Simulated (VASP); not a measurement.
# Zr7N8 (a cell with a defect) in VASP: single point with PBE

Aim: the single point of Zr7N8 (a cell with a defect) with PBE.

Everything below comes from runs of VASP 6.6.1. Logs are shortened: lines on timing, memory, paths and dates and some standing lists are left out, and cuts for length are marked.

## 1. The cell of the first run

The cell holds a defect, 15 atoms: a = 6.498 Å, b = 6.498 Å, c = 6.498 Å, α = 60.00°, β = 60.00°, γ = 60.00°.

## 2. Single point, PBE (atoms taken out, then relaxed in part)

INCAR

```
PREC = Accurate
ENCUT = 520
EDIFF = 1E-6
ISMEAR = 0
SIGMA = 0.1
LREAL = Auto
LASPH = T
NELM = 80
ALGO = Normal
ISIF = 2
LWAVE = F
LCHARG = T
GGA = PE
LELF = T
LVHAR = T
NBANDS = 75
```

KPOINTS

```
regular mesh
0
Gamma
  8 8 8
```

POSCAR

```
Zr7N8
1.0
    0.0000000000      4.5945978685     -4.5945978685
    4.5945978685      4.5945978685      0.0000000000
    4.5945978685      0.0000000000     -4.5945978685
Zr N
7 8
Direct
    0.2500000000      0.2500000000      0.2500000000
    0.7500000000      0.7500000000      0.2500000000
    0.7500000000      0.2500000000      0.2500000000
    0.2500000000      0.7500000000      0.7500000000
    0.2500000000      0.2500000000      0.7500000000
    0.7500000000      0.7500000000      0.7500000000
    0.7500000000      0.2500000000      0.7500000000
    0.5097233601      0.4902766399     -0.0097233601
    0.5097233601      0.0097233601     -0.0097233601
    1.0000000000      0.5000000000      0.0000000000
    0.9902766399      0.0097233601     -0.0097233601
    0.5097233601      0.4902766399      0.5097233601
    0.5000000000      0.0000000000      0.5000000000
    0.9902766399      0.4902766399      0.5097233601
    0.9902766399      0.0097233601      0.5097233601
```

Potentials or basis: VASP PAW PBE potentials, release 64 (Zr_sv, N).

Started as:

```sh
> cat potpaw_PBE.64/Zr_sv/POTCAR potpaw_PBE.64/N/POTCAR > POTCAR
> mpirun -np 1 vasp_std > vasp.out
```

OUTCAR:

```text
PREC = Accurate
   ENCUT = 520
   EDIFF = 1E-6
   ISMEAR = 0
   LREAL = Auto
   LASPH = T
   NELM = 80
   ISIF = 2
   GGA = PE

 ion  position               nearest neighbor table
   1  0.250  0.250  0.250-  10 2.30  13 2.30   8 2.30   9 2.30  14 2.30  15 2.30   3 3.25   5 3.25
                             4 3.25   5 3.25   7 3.25   2 3.25   4 3.25   2 3.25   3 3.25   7 3.25
   2  0.750  0.750  0.250-  10 2.30  13 2.30  11 2.30  12 2.30   9 2.30  14 2.30   3 3.25   6 3.25
                             4 3.25   6 3.25   7 3.25   1 3.25   3 3.25   7 3.25   1 3.25   4 3.25
   3  0.750  0.250  0.250-  10 2.30  13 2.30  11 2.30  12 2.30   8 2.30  15 2.30   1 3.25   2 3.25
                             7 3.25   5 3.25   6 3.25   7 3.25   2 3.25   6 3.25   1 3.25   5 3.25
   4  0.250  0.750  0.750-  10 2.30  13 2.30  11 2.30  12 2.30   8 2.30  15 2.30   5 3.25   6 3.25
                             1 3.25   2 3.25   1 3.25   5 3.25   7 3.25   2 3.25   6 3.25   7 3.25
   5  0.250  0.250  0.750-  10 2.30  13 2.30  11 2.30  12 2.30   9 2.30  14 2.30   1 3.25   4 3.25
                             7 3.25   1 3.25   3 3.25   4 3.25   6 3.25   3 3.25   6 3.25   7 3.25
   6  0.750  0.750  0.750-  10 2.30  13 2.30   8 2.30   9 2.30  14 2.30  15 2.30   2 3.25   4 3.25
                             7 3.25   2 3.25   3 3.25   3 3.25   5 3.25   7 3.25   4 3.25   5 3.25
   7  0.750  0.250  0.750-   8 2.21   9 2.21  11 2.21  12 2.21  14 2.21  15 2.21   3 3.25   5 3.25
                             6 3.25   1 3.25   2 3.25   3 3.25   2 3.25   4 3.25   6 3.25   1 3.25
   8  0.510  0.490  0.990-   7 2.21   3 2.30   4 2.30   6 2.30   1 2.30
   9  0.510  0.010  0.990-   7 2.21   2 2.30   5 2.30   6 2.30   1 2.30
  10  0.000  0.500  0.000-   1 2.30   2 2.30   3 2.30   4 2.30   5 2.30   6 2.30
  11  0.990  0.010  0.990-   7 2.21   3 2.30   4 2.30   5 2.30   2 2.30
  12  0.510  0.490  0.510-   7 2.21   3 2.30   4 2.30   5 2.30   2 2.30
  13  0.500  0.000  0.500-   1 2.30   2 2.30   3 2.30   4 2.30   5 2.30   6 2.30
  14  0.990  0.490  0.510-   7 2.21   2 2.30   5 2.30   6 2.30   1 2.30
  15  0.990  0.010  0.510-   7 2.21   3 2.30   4 2.30   6 2.30   1 2.30

  LATTYP: Found a face centered cubic cell.
 ALAT       =     9.1891957370

  Lattice vectors:

 A1 = (   0.0000000000,   4.5945978685,  -4.5945978685)
 A2 = (   4.5945978685,   4.5945978685,   0.0000000000)
 A3 = (   4.5945978685,   0.0000000000,  -4.5945978685)

Analysis of symmetry for initial positions (statically):
=====================================================================
 Subroutine PRICEL returns:
 Original cell was already a primitive cell.

 Routine SETGRP: Setting up the symmetry group for a
 face centered cubic supercell.

 Subroutine GETGRP returns: Found 48 space group operations
 (whereof  8 operations were pure point group operations)
 out of a pool of 48 trial point group operations.

The static configuration has the point symmetry C_4v.
 The point group associated with its full space group is O_h .

Analysis of symmetry for dynamics (positions and initial velocities):
=====================================================================
 Subroutine PRICEL returns:
 Original cell was already a primitive cell.

 Routine SETGRP: Setting up the symmetry group for a
 face centered cubic supercell.

 Subroutine GETGRP returns: Found 48 space group operations
 (whereof  8 operations were pure point group operations)
 out of a pool of 48 trial point group operations.

The dynamic configuration has the point symmetry C_4v.
 The point group associated with its full space group is O_h .

 Subroutine INISYM returns: Found 48 space group operations
 (whereof  8 operations are pure point group operations),
 and found     1 'primitive' translations

----------------------------------------------------------------------------------------

                                     Primitive cell

  volume of cell :     193.9870

  direct lattice vectors                    reciprocal lattice vectors
     0.000000000  4.594597869 -4.594597869    -0.108823452  0.108823452 -0.108823452
     4.594597869  4.594597869  0.000000000     0.108823452  0.108823452  0.108823452
     4.594597869  0.000000000 -4.594597869     0.108823452 -0.108823452 -0.108823452

  length of vectors
     6.497742619  6.497742619  6.497742619     0.188487748  0.188487748  0.188487748

  position of ions in fractional coordinates (direct lattice)
     0.250000000  0.250000000  0.250000000
     0.750000000  0.750000000  0.250000000
[... 54 lines left out ...]
 ===========================================

 Found     29 irreducible k-points:

 Following reciprocal coordinates:
            Coordinates               Weight
  0.000000  0.000000  0.000000      1.000000
  0.125000  0.000000  0.000000      8.000000
  0.250000  0.000000  0.000000      8.000000
  0.375000  0.000000  0.000000      8.000000
  0.500000  0.000000  0.000000      4.000000
  0.125000  0.125000  0.000000      6.000000
[... 16 lines left out ...]
  0.500000  0.250000  0.125000     48.000000
 -0.375000  0.250000  0.125000     24.000000
 [... further k-points ...]
   k-points           NKPTS =     29   k-points in BZ     NKDIM =     29   number of bands    NBANDS=     75
   number of dos      NEDOS =    301   number of ions     NIONS =     15
   total plane-waves  NPLWV = 110592
   dimension x,y,z NGX =    48 NGY =   48 NGZ =   48
   dimension x,y,z NGXF=    96 NGYF=   96 NGZF=   96
   ions per type =               7   8
   NGX,Y,Z   is equivalent  to a cutoff of  12.28, 12.28, 12.28 a.u.
   NGXF,Y,Z  is equivalent  to a cutoff of  24.56, 24.56, 24.56 a.u.
 SYSTEM =  unknown system
   PREC   = accura    normal or accurate (medium, high low for compatibility)
   ISTART =      0    job   : 0-new  1-cont  2-samecut
   ICHARG =      2    charge: 1-file 2-atom 10-const
   ISPIN  =      1    spin polarized calculation?
   LNONCOLLINEAR =      F non collinear calculations
   LSORBIT =      F    spin-orbit coupling
   LASPH  =      T    aspherical Exc in radial PAW
   ENCUT  =  520.0 eV  38.22 Ry    6.18 a.u.  12.08 12.08 12.08*2*pi/ulx,y,z
   NELM   =     80;   NELMIN=  2; NELMDL= -5     # of ELM steps
   EDIFF  = 0.1E-05   stopping-criterion for ELM
   LREAL  =      T    real-space projection
   EDIFFG = 0.1E-04   stopping-criterion for IOM
   NSW    =      0    number of steps for IOM
   IBRION =     -1    ionic relax: 0-MD 1-quasi-New 2-CG
   NFREE  =      0    steps in history (QN), initial steepest desc. (CG)
   ISIF   =      2    stress and relaxation
   ISYM   =      2    0-nonsym 1-usesym 2-fastsym
   POTIM  = 0.5000    time-step for ionic-motion
   TEBEG  =    0.0;   TEEND  =   0.0 temperature during run
   PSTRESS=    0.0 pullay stress
   NELECT =     124.0000    total number of electrons
   NUPDOWN=      -1.0000    fix difference up-down
   EMIN   =  10.00;   EMAX   =-10.00  energy-range for DOS
   EFERMI =   0.00;   METHOD = LEGACY
   ISMEAR =     0;   SIGMA  =   0.10  broadening in eV -4-tet -1-fermi 0-gaus
   EFERMI_NEDOS =   21; number of points for ismear=-14 and -15
   IALGO  =     38    algorithm
   IMIX   =      4    mixing-type and parameters
     AMIX     =   0.40;   BMIX     =  1.00
     AMIX_MAG =   1.60;   BMIX_MAG =  1.00
  volume/ion in A,a.u.               =      12.93        87.27
  Fermi-wavevector in a.u.,A,eV,Ry     =   1.410234  2.664956 27.058727  1.988760
  Thomas-Fermi vector in A             =   2.532209
   LORBIT       =      0    0 simple, 1 ext, 2 COOP (PROOUT), +10 PAW based schemes
   GGA     = PE    functional components
   LHFCALC =     F    Hartree Fock is set to
   AEXX    =    0.0000 exact exchange contribution
   IVDW    =     0    specifies the selected vdW correction
   LEPSILON=     F    determine dielectric tensor
   LRPA    =     F    only Hartree local field effects (RPA)
 non-spin polarized calculation
 Gauss-broadening in eV      SIGMA  =   0.10
  energy-cutoff  :      520.00
  volume of cell :      193.99
 maximum number of plane-waves:      5242
   NGX = 25   NGY = 25   NGZ = 25

 number of electron     123.9999986 magnetization

 Free energy of the ion-electron system (eV)
  ---------------------------------------------------
  ext. energy  EPLUGINS =         0.00000000
  ---------------------------------------------------
  free energy    TOTEN  =      -151.31056125 eV

  energy without entropy =     -151.29043974  energy(sigma->0) =     -151.30050050

 E-fermi :   9.9828     XC(G=0): -11.8059

 val. band max:        9.9610643593   @ k =   0.5000   0.3750   0.0000
 cond. band min:      10.0025337943   @ k =  -0.2500   0.2500   0.0000
 fundamental gap:      0.0414694350
 Fermi energy:         9.9828059012

 k-point     1 :       0.0000    0.0000    0.0000
  band No.  band energies     occupation
      1     -39.6075      2.00000
      2     -39.5114      2.00000
      3     -39.5114      2.00000
      4     -39.5114      2.00000
      5     -39.4687      2.00000
      6     -39.4687      2.00000
[... 1837 lines left out ...]
     73      12.8553      0.00000
     74      13.1105      0.00000

 [... further k-points ...]

 [bands above 74 left out]

------------------------ aborting loop because EDIFF is reached ----------------------------------------

  FORCE on cell =-STRESS in cart. coord.  units (eV):
  Direction    XX          YY          ZZ          XY          YZ          ZX
  --------------------------------------------------------------------------------------
  -------------------------------------------------------------------------------------
  Total       -3.9977829     -3.9977829     -3.9977829      0.0000000      0.0000000      0.0000000
  in kB      -33.0184949    -33.0184949    -33.0184949      0.0000000      0.0000000      0.0000000
  external PRESSURE =     -33.0184949 kB  Pullay stress =       0.0000000 kB

 VOLUME and BASIS-vectors are now :
 -----------------------------------------------------------------------------
  energy-cutoff  :      520.00
  volume of cell :      193.99
      direct lattice vectors                 reciprocal lattice vectors
     0.000000000  4.594597869 -4.594597869    -0.108823452  0.108823452 -0.108823452
     4.594597869  4.594597869  0.000000000     0.108823452  0.108823452  0.108823452
     4.594597869  0.000000000 -4.594597869     0.108823452 -0.108823452 -0.108823452

 POSITION                                       TOTAL-FORCE (eV/Angst)
 -----------------------------------------------------------------------------------
      2.29730      2.29730     -2.29730        -0.000000     -0.000000     -0.000000
      4.59460      6.89190     -4.59460        -0.000000     -0.000000     -0.000000
      2.29730      4.59460     -4.59460        -0.000000     -0.000000     -0.000000
      6.89190      4.59460     -4.59460        -0.000000     -0.000000     -0.000000
      4.59460      2.29730     -4.59460        -0.000000     -0.000000     -0.000000
      6.89190      6.89190     -6.89190        -0.000000     -0.000000     -0.000000
      4.59460      4.59460     -6.89190        -0.000000     -0.000000     -0.000000
      6.80255      4.59460     -6.89190         0.011124     -0.000000     -0.000000
      4.59460      2.38665     -6.89190        -0.000000     -0.011124     -0.000000
      2.29730      2.29730      0.00000        -0.000000     -0.000000     -0.000000
      4.59460      4.59460     -9.09985        -0.000000     -0.000000     -0.011124
      4.59460      4.59460     -4.68395        -0.000000     -0.000000      0.011124
      2.29730      2.29730     -4.59460        -0.000000     -0.000000     -0.000000
      4.59460      6.80255     -6.89190        -0.000000      0.011124     -0.000000
      2.38665      4.59460     -6.89190        -0.011124     -0.000000     -0.000000
 -----------------------------------------------------------------------------------
    total drift:                               -0.000000     -0.000000      0.000000

  FREE ENERGIE OF THE ION-ELECTRON SYSTEM (eV)
  ---------------------------------------------------
  free  energy   TOTEN  =      -151.3105612533 eV

  energy  without entropy=     -151.2904397439  energy(sigma->0) =     -151.30050050
```

It took 12 min on 1 thread of Intel Xeon Platinum 8488C (Sapphire Rapids), shared host; peak memory 0.47 GiB.

What came out:

```
Free energy            : -151.3106 eV
Pressure               : -3.3 GPa
Largest force          : 0.011 eV/Å
Band gap on the k mesh : zero (bands 62 and 63 overlap by 2.21 eV)
```

Forces on the atoms (eV/Å):
```
Zr   0.000  0.000  0.000
Zr   0.000  0.000  0.000
Zr   0.000  0.000  0.000
Zr   0.000  0.000  0.000
Zr   0.000  0.000  0.000
Zr   0.000  0.000  0.000
Zr   0.000  0.000  0.000
N    0.011  0.000  0.000
N    0.000 -0.011  0.000
N    0.000  0.000  0.000
N    0.000  0.000 -0.011
N    0.000  0.000  0.011
N    0.000  0.000  0.000
N    0.000  0.011  0.000
N   -0.011  0.000  0.000
```

Caveat: the cell differs from its parent crystal (atoms taken out, then relaxed in part).
